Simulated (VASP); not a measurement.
The system is BaF2.

```
Ba F
1.0
     0.00000    3.12250    3.12250
     3.12250    0.00000    3.12250
     3.12250    3.12250    0.00000
Ba F
1 2
Direct
  0.00000 0.00000 0.00000
  0.25000 0.25000 0.25000
  0.75000 0.75000 0.75000
```

```yaml
Program: VASP 6.6.1
Task: relaxation of cell and atoms
Functional: LDA
Potentials_or_basis: VASP PAW LDA potentials, release 64 (Ba_sv, F)
Cutoff: 600 eV
k_mesh: 6 × 6 × 6
Occupations: fermi-dirac, width 0.02 eV
Spin: no spin polarisation
```

At the start: pressure -4.6 GPa; volume 20.30 Å³/atom.

Question: How do energy, volume and symmetry change on relaxing?

Answer: Over 3 steps the energy falls by 23.4 meV/atom and the volume is 18.78 Å³/atom (-7.5 %); space group Fm-3m (No. 225, to 0.1 Å) before and after.

The path:
| step | energy change (eV) | largest force (eV/Å) | pressure (GPa) | volume (Å³) |
| --- | --- | --- | --- | --- |
| 1 | 0.0000 | 0.0000 | -4.57 | 60.89 |
| 2 | -0.0695 | 0.0000 | 0.52 | 55.93 |
| 3 | -0.0701 | 0.0000 | 0.01 | 56.33 |

Final structure:
```yaml
crystal:
  lattice:
    - [0.00000, 3.04253, 3.04253]
    - [3.04253, 0.00000, 3.04253]
    - [3.04253, 3.04253, 0.00000]
  atoms:
    - { symbol: Ba, position: [0.00000, 0.00000, 0.00000] }
    - { symbol: F, position: [0.25000, 0.25000, 0.25000] }
    - { symbol: F, position: [0.75000, 0.75000, 0.75000] }
```
